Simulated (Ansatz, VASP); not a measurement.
## AlTlS3 in VASP and in Ansatz

```
CELL_PARAMETERS angstrom
3.27829 1.89272 2.90163
-3.27829 1.89272 2.90163
0.00000 -3.78544 2.90163
ATOMIC_POSITIONS crystal
Al 0.50000 0.50000 0.50000
Tl 0.00000 0.00000 0.00000
S 0.50000 0.50000 0.00000
S 0.00000 0.50000 0.50000
S 0.50000 0.00000 0.50000
```

Alike in both runs: functional PBE; k mesh 12 × 12 × 12; occupations gaussian, width 0.1 eV; no spin polarisation.

Ansatz relaxed the structure, and its values are those at the end. VASP's run is a single point on that final structure, the one shown.

```csv
,VASP,Ansatz
version,VASP 6.6.1,Ansatz 0.2.0
potentials or method,"VASP PAW PBE potentials, release 64 (Al, Tl_d, S), cutoff 520 eV","scalar-relativistic, plane waves, PAW"
valence electrons in the cell,34,34
```

Ansatz gave:

- gap on the k mesh at the Fermi level (eV): none
- pressure (GPa): 0.0

**Question.** Estimate VASP's values.

**Answer.** gap on the k mesh at the Fermi level (eV): none; pressure (GPa): -0.1.

A gap of «none» marks a metal or a gap that the smearing closes. The functional is the same, so the differences come from potentials, cutoffs and numerics.

Spin-orbit coupling is off throughout.
